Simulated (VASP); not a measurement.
A run of VASP 6.6.1 is set up as follows.

The input INCAR:

```
ALGO = Normal ; EDIFF = 1E-6
ENCUT = 520 ; GGA = PE
ISIF = 2 ; ISMEAR = 0
LASPH = T ; LCHARG = F
LREAL = F ; LWAVE = F
NBANDS = 18 ; NELM = 100
PREC = Accurate ; SIGMA = 0.1
```

File KPOINTS:

```
k-points
0
Gamma
  18 18 6
```

The input POSCAR:

```
GaSb2
1.0
    3.2010502241      0.0000000000      0.0000000000
   -1.6005251121      2.7721908129      0.0000000000
    0.0000000000      0.0000000000      8.9393806574
Ga Sb
1 2
Direct
    0.0000000000      0.0000000000      0.5000000000
    0.0000000000      0.0000000000      0.8251915665
    0.0000000000      0.0000000000      0.1748084335
```

Potentials or basis: VASP PAW PBE potentials, release 64 (Ga_d, Sb).

Launch:

```bash
$ cat potpaw_PBE.64/Ga_d/POTCAR potpaw_PBE.64/Sb/POTCAR > POTCAR
$ mpirun -np 1 vasp_std > vasp.out
```

(1) Estimate the band gap on the k mesh.

(2) Predict the pressure.

## Answers

(1) zero (an odd number of electrons rules out a gap without spin polarisation).

(2) 0.0 GPa.

Caveat: spin-orbit coupling is left out, which moves the levels of the heavy elements.
